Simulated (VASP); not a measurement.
# Pb (I4/mmm) in VASP: single point with PBEsol

Aim: the single point of Pb with PBEsol.

Program: VASP 6.6.1. These are calculated values, not measurements. Logs are shortened: lines on timing, memory, paths and dates and some standing lists are left out, and cuts for length are marked.

## (1) The cell of the first run

The structure is tetragonal, space group I4/mmm (No. 139). The conventional cell has a = 3.436 Å, b = 3.436 Å, c = 5.103 Å, α = 90.00°, β = 90.00°, γ = 90.00°. Within 4.5 Å of Pb (site symmetry 4/mmm) lie 12 Pb at 3.44 to 3.52 Å.

## (2) Single point, PBEsol

INCAR reads:

```
SYSTEM = Pb
  PREC = Accurate
  ENCUT = 520
  EDIFF = 1E-6
  ISMEAR = 0
  SIGMA = 0.15
  LREAL = .False.
  LASPH = .True.
  NELM = 60
  ALGO = Fast
  ISIF = 2
  LWAVE = .False.
  LCHARG = .True.
  GGA = PS
  LELF = .True.
  LVHAR = .True.
  NBANDS = 13
```

KPOINTS reads:

```
Automatic mesh
0
Gamma
  18 18 18
  0 0 0
```

POSCAR reads:

```
Pb
1.0
    0.0000000000      2.4299575490      2.5514554264
    2.4299575490      0.0000000000      2.5514554264
    2.4299575490      2.4299575490      0.0000000000
Pb
1
Direct
    0.0000000000      0.0000000000      0.0000000000
```

Potentials or basis: VASP PAW PBE potentials, release 64 (Pb_d).

Launch:

```
$ cat potpaw_PBE.64/Pb_d/POTCAR > POTCAR
$ mpirun -np 1 vasp_std > vasp.out
```

OUTCAR:

```text
SYSTEM = Pb
   PREC = Accurate
   ENCUT = 520
   EDIFF = 1E-6
   ISMEAR = 0
   LREAL = .False.
   LASPH = .True.
   NELM = 60
   ISIF = 2
   GGA = PS

 ion  position               nearest neighbor table
   1  0.000  0.000  0.000-

  LATTYP: Found a body centered tetragonal cell.
 ALAT       =     3.4364789218
 C/A-ratio  =     1.4849242405

  Lattice vectors:

 A1 = (  -2.4299575490,   0.0000000000,   2.5514554264)
 A2 = (   2.4299575490,   0.0000000000,   2.5514554264)
 A3 = (   0.0000000000,   2.4299575490,  -2.5514554264)

Analysis of symmetry for initial positions (statically):
=====================================================================
 Subroutine PRICEL returns:
 Original cell was already a primitive cell.

 Routine SETGRP: Setting up the symmetry group for a
 body centered tetragonal supercell.

 Subroutine GETGRP returns: Found 16 space group operations
 (whereof 16 operations were pure point group operations)
 out of a pool of 16 trial point group operations.

The static configuration has the point symmetry D_4h.

Analysis of symmetry for dynamics (positions and initial velocities):
=====================================================================
 Subroutine PRICEL returns:
 Original cell was already a primitive cell.

 Routine SETGRP: Setting up the symmetry group for a
 body centered tetragonal supercell.

 Subroutine GETGRP returns: Found 16 space group operations
 (whereof 16 operations were pure point group operations)
 out of a pool of 16 trial point group operations.

The dynamic configuration has the point symmetry D_4h.

 Subroutine INISYM returns: Found 16 space group operations
 (whereof 16 operations are pure point group operations),
 and found     1 'primitive' translations

----------------------------------------------------------------------------------------

                                     Primitive cell

  volume of cell :      30.1311

  direct lattice vectors                    reciprocal lattice vectors
     0.000000000  2.429957549  2.551455426    -0.205764911  0.205764911  0.195966582
     2.429957549  0.000000000  2.551455426     0.205764911 -0.205764911  0.195966582
     2.429957549  2.429957549  0.000000000     0.205764911  0.205764911 -0.195966582

  length of vectors
     3.523438446  3.523438446  3.436478922     0.350829444  0.350829444  0.350829444

  position of ions in fractional coordinates (direct lattice)
     0.000000000  0.000000000  0.000000000

  ion indices of the primitive-cell ions
[... 83 lines left out ...]
   TEBEG  =    0.0;   TEEND  =   0.0 temperature during run
   PSTRESS=    0.0 pullay stress
   NELECT =      14.0000    total number of electrons
   NUPDOWN=      -1.0000    fix difference up-down
   EMIN   =  10.00;   EMAX   =-10.00  energy-range for DOS
   EFERMI =   0.00;   METHOD = LEGACY
   ISMEAR =     0;   SIGMA  =   0.15  broadening in eV -4-tet -1-fermi 0-gaus
   EFERMI_NEDOS =   21; number of points for ismear=-14 and -15
   IALGO  =     68    algorithm
   IMIX   =      4    mixing-type and parameters
     AMIX     =   0.40;   BMIX     =  1.00
     AMIX_MAG =   1.60;   BMIX_MAG =  1.00
  volume/ion in A,a.u.               =      30.13       203.33
  Fermi-wavevector in a.u.,A,eV,Ry     =   1.267980  2.396135 21.875082  1.607773
  Thomas-Fermi vector in A             =   2.401099
   LORBIT       =      0    0 simple, 1 ext, 2 COOP (PROOUT), +10 PAW based schemes
   GGA     = PS    functional components
   LHFCALC =     F    Hartree Fock is set to
   AEXX    =    0.0000 exact exchange contribution
   IVDW    =     0    specifies the selected vdW correction
   LEPSILON=     F    determine dielectric tensor
   LRPA    =     F    only Hartree local field effects (RPA)
 non-spin polarized calculation
 RMM-DIIS sequential band-by-band and
 Gauss-broadening in eV      SIGMA  =   0.15
  energy-cutoff  :      520.00
  volume of cell :       30.13
 maximum number of plane-waves:       828
 NGX is ok and might be reduce to    28
   NGX = 13   NGY = 13   NGZ = 13

 number of electron      13.9999997 magnetization

 Free energy of the ion-electron system (eV)
  ---------------------------------------------------
  ext. energy  EPLUGINS =         0.00000000
  ---------------------------------------------------
  free energy    TOTEN  =        -3.99953854 eV

  energy without entropy =       -3.99352585  energy(sigma->0) =       -3.99653219

 E-fermi :   7.2040     XC(G=0): -10.3713

 val. band max:        7.1919301312   @ k =   0.3889   0.2778   0.0556
 cond. band min:       7.2061891043   @ k =  -0.4444   0.3333   0.2222
 fundamental gap:      0.0142589732
 Fermi energy:         7.2040196983

 k-point     1 :       0.0000    0.0000    0.0000
  band No.  band energies     occupation
      1      -9.8651      2.00000
      2      -9.7993      2.00000
      3      -9.7993      2.00000
      4      -9.7062      2.00000
      5      -9.6497      2.00000
      6      -4.6409      2.00000
      7      14.6121      0.00000
      8      14.6121      0.00000
      9      14.6822      0.00000
     10      16.9641      0.00000
     11      18.5781      0.00000
     12      19.6832      0.00000
     13      19.7444      0.00000
[... 354 lines left out ...]
  band No.  band energies     occupation
      1      -9.8274      2.00000
      2      -9.8076      2.00000
      3      -9.7564      2.00000
      4      -9.6559      2.00000
      5      -9.6363      2.00000
      6      -3.4446      2.00000
      7       8.1527      0.00000
      8      12.3290      0.00000
      9      14.3520      0.00000
     10      16.6757      0.00000
     11      18.7514      0.00000
     12      19.6860      0.00000
     13      19.8597      0.00000

 [... further k-points ...]

------------------------ aborting loop because EDIFF is reached ----------------------------------------

  FORCE on cell =-STRESS in cart. coord.  units (eV):
  Direction    XX          YY          ZZ          XY          YZ          ZX
  --------------------------------------------------------------------------------------
  -------------------------------------------------------------------------------------
  Total       -0.0155992     -0.0155992     -0.0580815      0.0000000     -0.0000000      0.0000000
  in kB       -0.8294621     -0.8294621     -3.0883958      0.0000000     -0.0000000      0.0000000
  external PRESSURE =      -1.5824400 kB  Pullay stress =       0.0000000 kB

 VOLUME and BASIS-vectors are now :
 -----------------------------------------------------------------------------
  energy-cutoff  :      520.00
  volume of cell :       30.13
      direct lattice vectors                 reciprocal lattice vectors
     0.000000000  2.429957549  2.551455426    -0.205764911  0.205764911  0.195966582
     2.429957549  0.000000000  2.551455426     0.205764911 -0.205764911  0.195966582
     2.429957549  2.429957549  0.000000000     0.205764911  0.205764911 -0.195966582

 POSITION                                       TOTAL-FORCE (eV/Angst)
 -----------------------------------------------------------------------------------
      0.00000      0.00000      0.00000         0.000000     -0.000000      0.000000
 -----------------------------------------------------------------------------------
    total drift:                               -0.000000     -0.000000     -0.000000

  FREE ENERGIE OF THE ION-ELECTRON SYSTEM (eV)
  ---------------------------------------------------
  free  energy   TOTEN  =        -3.9995385362 eV

  energy  without entropy=       -3.9935258493  energy(sigma->0) =       -3.99653219
```

OSZICAR:

```text
N       E                     dE             d eps       ncg     rms          rms(c)
DAV:   1     0.106501672608E+03    0.10650E+03   -0.71435E+03 12665   0.126E+03
DAV:   2     0.107120227677E+01   -0.10543E+03   -0.10205E+03 13115   0.311E+02
DAV:   3    -0.389842229779E+01   -0.49696E+01   -0.49446E+01 15424   0.728E+01
DAV:   4    -0.401189192144E+01   -0.11347E+00   -0.11344E+00 15499   0.117E+01
DAV:   5    -0.401684550439E+01   -0.49536E-02   -0.49534E-02 17441   0.228E+00    0.587E-01
RMM:   6    -0.400293916273E+01    0.13906E-01   -0.14839E-02 14999   0.177E+00    0.283E-01
RMM:   7    -0.399957131304E+01    0.33678E-02   -0.89644E-03 15037   0.106E+00    0.907E-02
RMM:   8    -0.399947914954E+01    0.92163E-04   -0.16543E-03 17912   0.616E-01    0.140E-02
RMM:   9    -0.399953021504E+01   -0.51065E-04   -0.52853E-04 18751   0.226E-01    0.148E-02
RMM:  10    -0.399953489261E+01   -0.46776E-05   -0.14626E-04 16219   0.216E-01    0.911E-03
RMM:  11    -0.399953713600E+01   -0.22434E-05   -0.72181E-05 19220   0.929E-02    0.197E-03
RMM:  12    -0.399953842649E+01   -0.12905E-05   -0.13734E-05 14346   0.396E-02    0.183E-03
RMM:  13    -0.399953853623E+01   -0.10974E-06   -0.27325E-06  9711   0.185E-02
   1 F= -.39995385E+01 E0= -.39965322E+01  d E =-.601269E-02
```

Run time: 90 s. Hardware: 1 thread of Intel Xeon 6975P-C (Granite Rapids), shared host; peak memory 0.29 GiB.

What came out:

```yaml
Free_energy: -3.9995 eV
Pressure: -0.2 GPa
Band_gap_on_the_k_mesh: zero (band 7 reaches 14.61 eV, above the bottom of band 8 at 5.40 eV)
```

Stress tensor (GPa, compression positive):
```
-0.08  0.00  0.00
 0.00 -0.08  0.00
 0.00  0.00 -0.31
```

Caveat: the PAW data sets were made with another functional, which shifts forces and pressure a little; spin-orbit coupling is left out, which moves the levels of the heavy elements.
